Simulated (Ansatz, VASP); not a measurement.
## One calculation of K2TaO3, two programs

```
K Ta O
1.0
     6.28122    0.00000    0.00000
    -3.14061    5.43970    0.00000
     0.00000    0.00000    3.46317
K Ta O
2 1 3
Direct
  0.33333 0.66667 0.00000
  0.66667 0.33333 0.00000
  0.00000 0.00000 0.00000
  0.50000 0.00000 0.50000
  0.00000 0.50000 0.50000
  0.50000 0.50000 0.50000
```

Alike in both runs: functional PBE; k mesh 6 × 6 × 12; occupations gaussian, width 0.1 eV; collinear spin.

Ansatz relaxed the structure, and its values are those at the end. VASP's run is a single point on that final structure, the one shown.

|  | VASP | Ansatz |
| --- | --- | --- |
| version | VASP 6.6.1 | Ansatz 0.2.0 |
| potentials or method | VASP PAW PBE potentials, release 64 (K_sv, Ta_pv, O), cutoff 520 eV | scalar-relativistic, plane waves, PAW |
| valence electrons in the cell | 47 | 49 |

```csv
,VASP,Ansatz,Ansatz less VASP
gap on the k mesh at the Fermi level (eV),none,none,-
pressure (GPa),-2.7,0.0,+2.73
net moment per atom (μB),0.00,0.01,+0.009
size of the moment on the site where the two differ most (μB),0.00,2.26,+2.257
```

Site moments also hang on the region over which each program counts them. A gap of «none» marks a metal or a gap that the smearing closes. VASP's potentials hold 47 valence electrons a cell and Ansatz's 49, so a difference there can come from the potentials and not from the codes.

Spin-orbit coupling is off throughout.
